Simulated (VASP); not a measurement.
# Al2Cu (I4/mcm) in VASP: notebook, part 2 of 2

VASP 6.6.1. Earlier steps stand in the parts before.

**3. Single point, PBE**

This run uses another cell than the first one, of 14.29 Å³/atom, 1.008 times its volume.

Input file INCAR:

```
PREC = Accurate
ENCUT = 520
EDIFF = 1E-7
ISMEAR = 0
SIGMA = 0.15
LREAL = False
LASPH = True
NELM = 80
ALGO = Fast
ISIF = 2
LWAVE = False
LCHARG = False
GGA = PE
NBANDS = 26
```

Input file KPOINTS:

```
regular mesh
0
Gamma
  10 10 10
```

Input file POSCAR:

```
Al2Cu
1.0
   -2.9051000000      2.9051000000      2.5389500000
    2.9051000000     -2.9051000000      2.5389500000
    2.9051000000      2.9051000000     -2.5389500000
Al Cu
4 2
Direct
    0.1587211657      0.6587211657      0.8174423314
    0.6587211657      0.8412788343      0.5000000000
    0.8412788343      0.3412788343      0.1825576686
    0.3412788343      0.1587211657      0.5000000000
    0.7500000000      0.7500000000      0.0000000000
    0.2500000000      0.2500000000      0.0000000000
```

Potentials or basis: VASP PAW PBE potentials, release 64 (Al, Cu).

Command:

```sh
cat potpaw_PBE.64/Al/POTCAR potpaw_PBE.64/Cu/POTCAR > POTCAR
mpirun -np 1 vasp_std > vasp.out
```

OUTCAR:

```text
PREC = Accurate
   ENCUT = 520
   EDIFF = 1E-7
   ISMEAR = 0
   LREAL = False
   LASPH = True
   NELM = 80
   ISIF = 2
   GGA = PE

 ion  position               nearest neighbor table
   1  0.159  0.659  0.817-   5 2.53   6 2.53   5 2.53   6 2.53   3 2.61   3 2.95   3 2.95   2 3.09
                             4 3.09   4 3.09   2 3.09   4 3.14   2 3.14   2 3.14   4 3.14
   2  0.659  0.841  0.500-   6 2.53   6 2.53   5 2.53   5 2.53   4 2.61   4 2.95   4 2.95   3 3.09
                             1 3.09   3 3.09   1 3.09   3 3.14   1 3.14   1 3.14   3 3.14
   3  0.841  0.341  0.183-   5 2.53   6 2.53   5 2.53   6 2.53   1 2.61   1 2.95   1 2.95   4 3.09
                             2 3.09   4 3.09   2 3.09   4 3.14   2 3.14   2 3.14   4 3.14
   4  0.341  0.159  0.500-   5 2.53   5 2.53   6 2.53   6 2.53   2 2.61   2 2.95   2 2.95   3 3.09
                             1 3.09   3 3.09   1 3.09   3 3.14   1 3.14   1 3.14   3 3.14
   5  0.750  0.750  0.000-   4 2.53   4 2.53   1 2.53   2 2.53   3 2.53   2 2.53   3 2.53   1 2.53
                             6 2.54   6 2.54
   6  0.250  0.250  0.000-   2 2.53   2 2.53   1 2.53   3 2.53   4 2.53   4 2.53   1 2.53   3 2.53
                             5 2.54   5 2.54

  LATTYP: Found a body centered tetragonal cell.
 ALAT       =     5.8102000000
 C/A-ratio  =     0.8739630305

  Lattice vectors:

 A1 = (  -2.9051000000,   2.9051000000,   2.5389500000)
 A2 = (   2.9051000000,  -2.9051000000,   2.5389500000)
 A3 = (   2.9051000000,   2.9051000000,  -2.5389500000)

Analysis of symmetry for initial positions (statically):
=====================================================================
 Subroutine PRICEL returns:
 Original cell was already a primitive cell.

 Routine SETGRP: Setting up the symmetry group for a
 body centered tetragonal supercell.

 Subroutine GETGRP returns: Found 16 space group operations
 (whereof  8 operations were pure point group operations)
 out of a pool of 16 trial point group operations.

The static configuration has the point symmetry C_4h.
 The point group associated with its full space group is D_4h.

Analysis of symmetry for dynamics (positions and initial velocities):
[... 142 lines left out ...]
  Fermi-wavevector in a.u.,A,eV,Ry     =   1.202880  2.273114 19.686551  1.446921
  Thomas-Fermi vector in A             =   2.338649
   LORBIT       =      0    0 simple, 1 ext, 2 COOP (PROOUT), +10 PAW based schemes
   GGA     = PE    functional components
   LHFCALC =     F    Hartree Fock is set to
   AEXX    =    0.0000 exact exchange contribution
   IVDW    =     0    specifies the selected vdW correction
   LEPSILON=     F    determine dielectric tensor
   LRPA    =     F    only Hartree local field effects (RPA)
 non-spin polarized calculation
 RMM-DIIS sequential band-by-band and
 Gauss-broadening in eV      SIGMA  =   0.15
  energy-cutoff  :      520.00
  volume of cell :       85.71
 maximum number of plane-waves:      2343
   NGX = 17   NGY = 17   NGZ = 17

 number of electron      33.9999977 magnetization

 Free energy of the ion-electron system (eV)
  ---------------------------------------------------
  ext. energy  EPLUGINS =         0.00000000
  ---------------------------------------------------
  free energy    TOTEN  =       -23.18927354 eV

  energy without entropy =      -23.16461145  energy(sigma->0) =      -23.17694249

 E-fermi :   8.4332     XC(G=0): -11.0348

 val. band max:        8.4232929428   @ k =  -0.3000  -0.3000   0.3000
 cond. band min:       8.4412659451   @ k =   0.2000   0.1000   0.1000
 fundamental gap:      0.0179730024
 Fermi energy:         8.4332159697

 k-point     1 :       0.0000    0.0000    0.0000
  band No.  band energies     occupation
      1      -2.6050      2.00000
      2       3.0722      2.00000
      3       3.0959      2.00000
      4       3.0959      2.00000
      5       3.3597      2.00000
      6       4.0904      2.00000
[... 685 lines left out ...]
     25      15.5566      0.00000
     26      15.7231      0.00000

 [... further k-points ...]
[... 5 lines left out ...]
  --------------------------------------------------------------------------------------
  -------------------------------------------------------------------------------------
  Total        4.5871037      4.5871037     -0.2972300      0.0000000     -0.0000000      0.0000000
  in kB       85.7457946     85.7457946     -5.5560603      0.0000000     -0.0000000      0.0000000
  external PRESSURE =      55.3118429 kB  Pullay stress =       0.0000000 kB

 VOLUME and BASIS-vectors are now :
 -----------------------------------------------------------------------------
  energy-cutoff  :      520.00
  volume of cell :       85.71
      direct lattice vectors                 reciprocal lattice vectors
    -2.905100000  2.905100000  2.538950000     0.000000000  0.172111115  0.196931803
     2.905100000 -2.905100000  2.538950000     0.172111115  0.000000000  0.196931803
     2.905100000  2.905100000 -2.538950000     0.172111115  0.172111115  0.000000000

 POSITION                                       TOTAL-FORCE (eV/Angst)
 -----------------------------------------------------------------------------------
      3.82730      0.92220      0.00000         0.175433      0.175433      0.000000
      1.98290      0.92220      2.53895        -0.175433      0.175433     -0.000000
     -0.92220      1.98290      2.53895        -0.175433     -0.175433     -0.000000
      0.92220      1.98290      0.00000         0.175433     -0.175433      0.000000
      0.00000      0.00000      3.80842        -0.000000      0.000000     -0.000000
      0.00000      0.00000      1.26947        -0.000000     -0.000000     -0.000000
 -----------------------------------------------------------------------------------
    total drift:                                0.000000     -0.000000      0.000000

  FREE ENERGIE OF THE ION-ELECTRON SYSTEM (eV)
  ---------------------------------------------------
  free  energy   TOTEN  =       -23.1892735377 eV

  energy  without entropy=      -23.1646114523  energy(sigma->0) =      -23.17694249
```

OSZICAR:

```text
N       E                     dE             d eps       ncg     rms          rms(c)
DAV:   1     0.188873208390E+03    0.18887E+03   -0.13763E+04  5304   0.148E+03
DAV:   2    -0.155275695044E+02   -0.20440E+03   -0.19193E+03  5320   0.290E+02
DAV:   3    -0.277572415217E+02   -0.12230E+02   -0.11428E+02  6868   0.903E+01
[... 17 lines left out ...]
RMM:  21    -0.231892740234E+02    0.10085E-06   -0.54416E-08  3671   0.230E-03    0.110E-02
RMM:  22    -0.231892738648E+02    0.15858E-06   -0.91323E-08  3650   0.344E-03    0.809E-03
RMM:  23    -0.231892737479E+02    0.11693E-06   -0.40502E-08  3548   0.220E-03    0.559E-03
RMM:  24    -0.231892735857E+02    0.16218E-06   -0.86648E-08  3681   0.296E-03    0.174E-03
RMM:  25    -0.231892735377E+02    0.47976E-07   -0.33287E-08  3459   0.245E-03
   1 F= -.23189274E+02 E0= -.23176942E+02  d E =-.246621E-01
```

stdout:

```text
POSCAR found type information on POSCAR AlCu
 POSCAR found :  2 types and       6 ions
 scaLAPACK will be used
 LDA part: xc-table for (Slater+PW92), standard interpolation
 POSCAR, INCAR and KPOINTS ok, starting setup
 FFT: planning ... GRIDC
 FFT: planning ... GRID_SOFT
 FFT: planning ... GRID
 WAVECAR not read
 entering main loop
```

Wall time 3.7 min (1 thread of Intel Xeon Platinum 8559C (Emerald Rapids), shared host); peak memory 0.33 GiB.

Results:

```
Free energy            : -23.1893 eV
Pressure               : 5.5 GPa
Largest force          : 0.248 eV/Å
Band gap on the k mesh : zero (band 17 reaches 10.69 eV, above the bottom of band 18 at 7.02 eV)
```

Forces in eV/Å, atoms in the order of the input:
```
Al   0.175  0.175  0.000
Al  -0.175  0.175  0.000
Al  -0.175 -0.175  0.000
Al   0.175 -0.175  0.000
Cu   0.000  0.000  0.000
Cu   0.000  0.000  0.000
```

Stress tensor (GPa, compression positive):
```
 8.57  0.00  0.00
 0.00  8.57  0.00
 0.00  0.00 -0.56
```

Levels at points of the mesh, in eV from the Fermi level:
| k point | band 14 | band 15 | band 16 | band 17 | band 18 | band 19 | band 20 | band 21 |
| --- | --- | --- | --- | --- | --- | --- | --- | --- |
| (0.00, 0.00, 0.00) | -1.91 | -1.57 | -1.46 | -1.46 | -1.26 | -0.03 | 0.01 | 1.07 |
| (0.50, 0.00, 0.00) | -3.09 | -2.61 | -2.61 | 0.50 | 0.50 | 3.32 | 3.32 | 4.77 |
| (0.50, 0.50, 0.00) | -3.20 | -1.60 | -1.13 | -1.03 | -0.60 | 1.36 | 1.93 | 4.81 |
| (0.50, 0.50, 0.50) | -3.53 | -3.32 | -2.19 | 2.26 | 2.94 | 2.94 | 3.67 | 3.90 |
